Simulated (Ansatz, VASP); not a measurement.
This is a calculation of CdSe for VASP 6.6.1.

INCAR

```
PREC     = Accurate       # precision mode
ENCUT    = 520            # plane-wave cutoff, eV
EDIFF    = 1E-7           # SCF threshold, eV
ISMEAR   = -1             # smearing method
SIGMA    = 0.05           # smearing width, eV
LREAL    = F              # projectors in reciprocal space
LASPH    = T              # aspherical terms in the spheres
NELM     = 100            # most SCF steps
ALGO     = Normal         # electronic algorithm
ISIF     = 2              # what is computed and relaxed
LWAVE    = F              # write WAVECAR
LCHARG   = F              # write CHGCAR
GGA      = PS             # functional
NBANDS   = 26             # bands
```

File KPOINTS:

```
regular mesh
0
Gamma
  7 7 4
```

File POSCAR:

```
CdSe
1.0
    4.2418847678      0.0000000000      0.0000000000
   -2.1209423839      3.6735799689      0.0000000000
    0.0000000000      0.0000000000      6.9251235047
Cd Se
2 2
Direct
    0.6666666667      0.3333333333      0.5000000000
    0.3333333333      0.6666666667      0.0000000000
    0.6666666667      0.3333333333      0.8850000000
    0.3333333333      0.6666666667      0.3850000000
```

Potentials or basis: VASP PAW PBE potentials, release 64 (Cd, Se).

Launch:

```bash
$ cat potpaw_PBE.64/Cd/POTCAR potpaw_PBE.64/Se/POTCAR > POTCAR
$ mpirun -np 1 vasp_std > vasp.out
```

**Question.** Translate it to Ansatz 0.2.0. Potentials there: all-electron LAPW, scalar-relativistic.

**Answer.** As run (the cutoff follows the program's own potentials):

File input.yaml:

```yaml
crystal:
  lattice:
    - [4.2418847678, 0.0, 0.0]
    - [-2.1209423839, 3.6735799689, 0.0]
    - [0.0, 0.0, 6.9251235047]
  atoms:
    - { symbol: Cd, position: [0.6666666667, 0.3333333333, 0.5] }
    - { symbol: Cd, position: [0.3333333333, 0.6666666667, 0.0] }
    - { symbol: Se, position: [0.6666666667, 0.3333333333, 0.885] }
    - { symbol: Se, position: [0.3333333333, 0.6666666667, 0.385] }
kpoints:
  mp_grid: { grid: [7, 7, 4] }
scf:
  occupations: { method: fermi_dirac, width: 0.05 }
hamiltonian:
  xc: pbesol
  pseudopotentials: { kind: all_electron, lapw: { basis_error: 0.002 } }
output:
  forces: true
  stress: true
  eigenvalues: true
```

Potentials or basis: all-electron LAPW, scalar-relativistic.

Command:

```bash
$ ansatz run input.yaml --threads 2 --pin off --max-ram 6144MiB --backend cpu --events-out ev --progress --plain --runs-dir out
```

Both were run:

|  | VASP | Ansatz | Ansatz less VASP |
| --- | --- | --- | --- |
| gap on the k mesh at the Fermi level (eV) | 0.66 | 0.66 | -0.003 |
| least direct gap on the mesh (eV) | 0.66 | 0.66 | -0.003 |
| pressure (GPa) | 2.9 | 2.5 | -0.38 |
| traceless stress, the component that is largest in VASP (GPa) | -1.63 | -1.58 | +0.059 |
| rms of the force components (eV/Å) | 0.184 | 0.178 | -0.0064 |

VASP's potentials were made for PBE, not for PBEsol. Atom by atom the forces differ by 0.006 eV/Å (rms over components). Ansatz ran all-electron here, and VASP with PAW potentials.
